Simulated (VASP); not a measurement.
# AlCl5 (R-3m) in VASP: single point with PBE

Aim: the single point of AlCl5 with PBE.

All numbers are computed with VASP 6.6.1; they aren't measurements. Logs are shortened: lines on timing, memory, paths and dates and some standing lists are left out, and cuts for length are marked.

**1. The cell of the first run**

The structure is trigonal, space group R-3m (No. 166). The conventional cell has a = 6.792 Å, b = 6.792 Å, c = 9.792 Å, α = 90.00°, β = 90.00°, γ = 120.00°. Within 3.4 Å of Al (site symmetry -3m) lie 6 Cl at 2.55 Å. Within 3.6 Å of Cl (site symmetry 2/m) lie 2 Al at 2.55 Å and 10 Cl at 3.01 to 3.54 Å. Within 2.6 Å of Cl (site symmetry 3m) lie 1 Cl at 1.97 Å.

**2. Single point, PBE**

The input, INCAR:

```
SYSTEM = AlCl5
PREC = Accurate
ENCUT = 520
EDIFF = 1E-6
ISMEAR = 0
SIGMA = 0.1
LREAL = .False.
LASPH = .True.
NELM = 80
ALGO = Normal
ISIF = 2
LWAVE = .False.
LCHARG = .False.
GGA = PE
NBANDS = 28
```

The input, KPOINTS:

```
Automatic mesh
0
Gamma
  6 6 6
  0 0 0
```

The input, POSCAR:

```
AlCl5
1.0
    3.3958231908      1.9605794333      3.2641361950
   -3.3958231908      1.9605794333      3.2641361950
    0.0000000000     -3.9211588666      3.2641361950
Al Cl
1 5
Direct
    0.5000000000      0.5000000000      0.5000000000
    0.5000000000      0.5000000000      0.0000000000
    0.0000000000      0.5000000000      0.5000000000
    0.5000000000      0.0000000000      0.5000000000
    0.1005780364      0.1005780364      0.1005780364
    0.8994219636      0.8994219636      0.8994219636
```

Potentials or basis: VASP PAW PBE potentials, release 64 (Al, Cl).

Run with:

```
> cat potpaw_PBE.64/Al/POTCAR potpaw_PBE.64/Cl/POTCAR > POTCAR
> mpirun -np 1 vasp_std > vasp.out
```

OUTCAR:

```text
SYSTEM = AlCl5
   PREC = Accurate
   ENCUT = 520
   EDIFF = 1E-6
   ISMEAR = 0
   LREAL = .False.
   LASPH = .True.
   NELM = 80
   ISIF = 2
   GGA = PE

 ion  position               nearest neighbor table
   1  0.500  0.500  0.500-   2 2.55   2 2.55   4 2.55   3 2.55   4 2.55   3 2.55
   2  0.500  0.500  0.000-   1 2.55   1 2.55
   3  0.000  0.500  0.500-   1 2.55   1 2.55
   4  0.500  0.000  0.500-   1 2.55   1 2.55
   5  0.101  0.101  0.101-   6 1.97
   6  0.899  0.899  0.899-   5 1.97

  LATTYP: Found a trigonal (rhomboedric) cell.
 ALAT       =     5.1019674594
 COS(alpha) =     0.1139774671

  Lattice vectors:

 A1 = (   3.3958231908,   1.9605794333,   3.2641361950)
 A2 = (  -3.3958231908,   1.9605794333,   3.2641361950)
 A3 = (   0.0000000000,  -3.9211588666,   3.2641361950)

Analysis of symmetry for initial positions (statically):
=====================================================================
 Subroutine PRICEL returns:
 Original cell was already a primitive cell.

 Routine SETGRP: Setting up the symmetry group for a
 trigonal (rhombohedral) supercell.

 Subroutine GETGRP returns: Found 12 space group operations
 (whereof 12 operations were pure point group operations)
 out of a pool of 12 trial point group operations.

The static configuration has the point symmetry D_3d.

Analysis of symmetry for dynamics (positions and initial velocities):
=====================================================================
 Subroutine PRICEL returns:
 Original cell was already a primitive cell.

 Routine SETGRP: Setting up the symmetry group for a
 trigonal (rhombohedral) supercell.

 Subroutine GETGRP returns: Found 12 space group operations
 (whereof 12 operations were pure point group operations)
 out of a pool of 12 trial point group operations.

The dynamic configuration has the point symmetry D_3d.

 Subroutine INISYM returns: Found 12 space group operations
 (whereof 12 operations are pure point group operations),
 and found     1 'primitive' translations

----------------------------------------------------------------------------------------

                                     Primitive cell

  volume of cell :     130.3914

  direct lattice vectors                    reciprocal lattice vectors
     3.395823191  1.960579433  3.264136195     0.147239704  0.085008882  0.102119922
    -3.395823191  1.960579433  3.264136195    -0.147239704  0.085008882  0.102119922
     0.000000000 -3.921158867  3.264136195     0.000000000 -0.170017765  0.102119922

  length of vectors
     5.101967459  5.101967459  5.101967459     0.198329319  0.198329319  0.198329319

  position of ions in fractional coordinates (direct lattice)
     0.500000000  0.500000000  0.500000000
     0.500000000  0.500000000  0.000000000
     1.000000000  0.500000000  0.500000000
     0.500000000  1.000000000  0.500000000
     0.100578036  0.100578036  0.100578036
     0.899421964  0.899421964  0.899421964

  ion indices of the primitive-cell ions
   primitive index   ion index
                 1           1
                 2           2
                 3           3
                 4           4
                 5           5
                 6           6

----------------------------------------------------------------------------------------

 KPOINTS: Automatic mesh

Automatic generation of k-mesh.
 Grid dimensions read from file:
 generate k-points for:    6    6    6

 Generating k-lattice:

  Cartesian coordinates                     Fractional coordinates (reciprocal lattice)
     0.024539951  0.014168147  0.017019987     0.166666667  0.000000000  0.000000000
    -0.024539951  0.014168147  0.017019987     0.000000000  0.166666667  0.000000000
     0.000000000 -0.028336294  0.017019987     0.000000000  0.000000000  0.166666667

  Length of vectors
     0.033054887  0.033054887  0.033054887

  Shift w.r.t. Gamma in fractional coordinates (k-lattice)
     0.000000000  0.000000000  0.000000000

 Subroutine IBZKPT returns following result:
 ===========================================

 Found     32 irreducible k-points:

 Following reciprocal coordinates:
            Coordinates               Weight
  0.000000  0.000000  0.000000      1.000000
  0.166667  0.000000 -0.000000      6.000000
  0.333333  0.000000 -0.000000      6.000000
  0.500000  0.000000 -0.000000      3.000000
  0.166667  0.166667 -0.000000      6.000000
  0.333333  0.166667  0.000000     12.000000
[... 16 lines left out ...]
  0.500000  0.500000  0.166667      6.000000
 -0.333333  0.500000  0.166667     12.000000
 [... further k-points ...]
   k-points           NKPTS =     32   k-points in BZ     NKDIM =     32   number of bands    NBANDS=     28
   number of dos      NEDOS =    301   number of ions     NIONS =      6
   total plane-waves  NPLWV =  64000
   dimension x,y,z NGX =    40 NGY =   40 NGZ =   40
   dimension x,y,z NGXF=    80 NGYF=   80 NGZF=   80
   ions per type =               1   5
   NGX,Y,Z   is equivalent  to a cutoff of  13.03, 13.03, 13.03 a.u.
   NGXF,Y,Z  is equivalent  to a cutoff of  26.07, 26.07, 26.07 a.u.
 SYSTEM =  AlCl5
   PREC   = accura    normal or accurate (medium, high low for compatibility)
   ISTART =      0    job   : 0-new  1-cont  2-samecut
   ICHARG =      2    charge: 1-file 2-atom 10-const
   ISPIN  =      1    spin polarized calculation?
   LNONCOLLINEAR =      F non collinear calculations
   LSORBIT =      F    spin-orbit coupling
   LASPH  =      T    aspherical Exc in radial PAW
   ENCUT  =  520.0 eV  38.22 Ry    6.18 a.u.   9.49  9.49  9.49*2*pi/ulx,y,z
   NELM   =     80;   NELMIN=  2; NELMDL= -5     # of ELM steps
   EDIFF  = 0.1E-05   stopping-criterion for ELM
   LREAL  =      F    real-space projection
   EDIFFG = 0.1E-04   stopping-criterion for IOM
   NSW    =      0    number of steps for IOM
   IBRION =     -1    ionic relax: 0-MD 1-quasi-New 2-CG
   NFREE  =      0    steps in history (QN), initial steepest desc. (CG)
   ISIF   =      2    stress and relaxation
   ISYM   =      2    0-nonsym 1-usesym 2-fastsym
   POTIM  = 0.5000    time-step for ionic-motion
   TEBEG  =    0.0;   TEEND  =   0.0 temperature during run
   PSTRESS=    0.0 pullay stress
   NELECT =      38.0000    total number of electrons
   NUPDOWN=      -1.0000    fix difference up-down
   EMIN   =  10.00;   EMAX   =-10.00  energy-range for DOS
   EFERMI =   0.00;   METHOD = LEGACY
   ISMEAR =     0;   SIGMA  =   0.10  broadening in eV -4-tet -1-fermi 0-gaus
   EFERMI_NEDOS =   21; number of points for ismear=-14 and -15
   IALGO  =     38    algorithm
   IMIX   =      4    mixing-type and parameters
     AMIX     =   0.40;   BMIX     =  1.00
     AMIX_MAG =   1.60;   BMIX_MAG =  1.00
  volume/ion in A,a.u.               =      21.73       146.65
  Fermi-wavevector in a.u.,A,eV,Ry     =   1.085391  2.051092 16.028675  1.178074
  Thomas-Fermi vector in A             =   2.221504
   LORBIT       =      0    0 simple, 1 ext, 2 COOP (PROOUT), +10 PAW based schemes
   GGA     = PE    functional components
   LHFCALC =     F    Hartree Fock is set to
   AEXX    =    0.0000 exact exchange contribution
   IVDW    =     0    specifies the selected vdW correction
   LEPSILON=     F    determine dielectric tensor
   LRPA    =     F    only Hartree local field effects (RPA)
 non-spin polarized calculation
 Gauss-broadening in eV      SIGMA  =   0.10
  energy-cutoff  :      520.00
  volume of cell :      130.39
 maximum number of plane-waves:      3558
 NGX is ok and might be reduce to    40
   NGX = 19   NGY = 19   NGZ = 19

 number of electron      38.0000006 magnetization

 Free energy of the ion-electron system (eV)
  ---------------------------------------------------
  ext. energy  EPLUGINS =         0.00000000
  ---------------------------------------------------
  free energy    TOTEN  =       -15.78104946 eV

  energy without entropy =      -15.76329636  energy(sigma->0) =      -15.77217291

 E-fermi :   2.6076     XC(G=0):  -9.1032

 val. band max:        2.5695809242   @ k =   0.5000   0.1667  -0.0000
 cond. band min:       2.6124480887   @ k =   0.3333   0.3333   0.1667
 fundamental gap:      0.0428671645
 Fermi energy:         2.6075619673

 k-point     1 :       0.0000    0.0000    0.0000
  band No.  band energies     occupation
      1     -14.6833      2.00000
      2     -12.3940      2.00000
      3     -11.5733      2.00000
      4     -11.5733      2.00000
      5     -10.2084      2.00000
      6      -2.9728      2.00000
[... 20 lines left out ...]
     27      11.1201      0.00000
     28      11.2058      0.00000

 k-point     2 :       0.1667    0.0000   -0.0000
  band No.  band energies     occupation
      1     -14.6662      2.00000
      2     -12.3787      2.00000
      3     -11.6404      2.00000
      4     -11.5715      2.00000
      5     -10.1781      2.00000
      6      -3.1534      2.00000
[... 20 lines left out ...]
     27      11.0961      0.00000
     28      11.1151      0.00000

 k-point     3 :       0.3333    0.0000   -0.0000
  band No.  band energies     occupation
      1     -14.6308      2.00000
      2     -12.3428      2.00000
      3     -11.7731      2.00000
      4     -11.5678      2.00000
      5     -10.1253      2.00000
      6      -3.3439      2.00000
[... 20 lines left out ...]
     27      11.4026      0.00000
     28      11.4771      0.00000

 k-point     4 :       0.5000    0.0000   -0.0000
  band No.  band energies     occupation
      1     -14.6126      2.00000
      2     -12.3208      2.00000
      3     -11.8411      2.00000
      4     -11.5660      2.00000
      5     -10.1021      2.00000
      6      -3.4037      2.00000
[... 578 lines left out ...]
     27      11.4967      0.00000
     28      11.8695      0.00000

 k-point    23 :       0.5000    0.5000    0.1667
  band No.  band energies     occupation
      1     -14.5694      2.00000
      2     -12.0920      2.00000
      3     -11.8783      2.00000
      4     -11.7572      2.00000
      5     -10.1714      2.00000
      6      -4.0896      2.00000
[... 20 lines left out ...]
     27      11.7449      0.00000
     28      12.1707      0.00000

 k-point    24 :      -0.3333    0.5000    0.1667
  band No.  band energies     occupation
      1     -14.5793      2.00000
      2     -12.0605      2.00000
      3     -11.9500      2.00000
      4     -11.7121      2.00000
      5     -10.1835      2.00000
      6      -3.8748      2.00000
[... 20 lines left out ...]
     27      11.6804      0.00000
     28      12.4833      0.00000

 [... further k-points ...]

------------------------ aborting loop because EDIFF is reached ----------------------------------------

  FORCE on cell =-STRESS in cart. coord.  units (eV):
  Direction    XX          YY          ZZ          XY          YZ          ZX
  --------------------------------------------------------------------------------------
  -------------------------------------------------------------------------------------
  Total       -0.0729027     -0.0729027     -0.5013728      0.0000000      0.0000000     -0.0000000
  in kB       -0.8957874     -0.8957874     -6.1605899      0.0000000      0.0000000     -0.0000000
  external PRESSURE =      -2.6507216 kB  Pullay stress =       0.0000000 kB

 VOLUME and BASIS-vectors are now :
 -----------------------------------------------------------------------------
  energy-cutoff  :      520.00
  volume of cell :      130.39
      direct lattice vectors                 reciprocal lattice vectors
     3.395823191  1.960579433  3.264136195     0.147239704  0.085008882  0.102119922
    -3.395823191  1.960579433  3.264136195    -0.147239704  0.085008882  0.102119922
     0.000000000 -3.921158867  3.264136195     0.000000000 -0.170017765  0.102119922

 POSITION                                       TOTAL-FORCE (eV/Angst)
 -----------------------------------------------------------------------------------
      0.00000      0.00000      4.89620         0.000000      0.000000     -0.000000
      0.00000      1.96058      3.26414         0.000000      0.000000     -0.000000
     -1.69791     -0.98029      3.26414        -0.000000      0.000000     -0.000000
      1.69791     -0.98029      3.26414         0.000000      0.000000     -0.000000
      0.00000      0.00000      0.98490         0.000000     -0.000000     -0.225687
      0.00000      0.00000      8.80751         0.000000      0.000000      0.225687
 -----------------------------------------------------------------------------------
    total drift:                                0.000000      0.000000     -0.000000

  FREE ENERGIE OF THE ION-ELECTRON SYSTEM (eV)
  ---------------------------------------------------
  free  energy   TOTEN  =       -15.7810494568 eV

  energy  without entropy=      -15.7632963580  energy(sigma->0) =      -15.77217291
```

It took 2.4 min on 1 thread of AMD EPYC, shared host; peak memory 0.24 GiB.

What came out:

```yaml
Free_energy: -15.7810 eV
Pressure: -0.3 GPa
Largest_force: 0.226 eV/Å
Band_gap_on_the_k_mesh: zero (bands 19 and 20 overlap by 1.06 eV)
```

Forces in eV/Å, atoms in the order of the input:
```
Al   0.000  0.000  0.000
Cl   0.000  0.000  0.000
Cl   0.000  0.000  0.000
Cl   0.000  0.000  0.000
Cl   0.000  0.000 -0.226
Cl   0.000  0.000  0.226
```
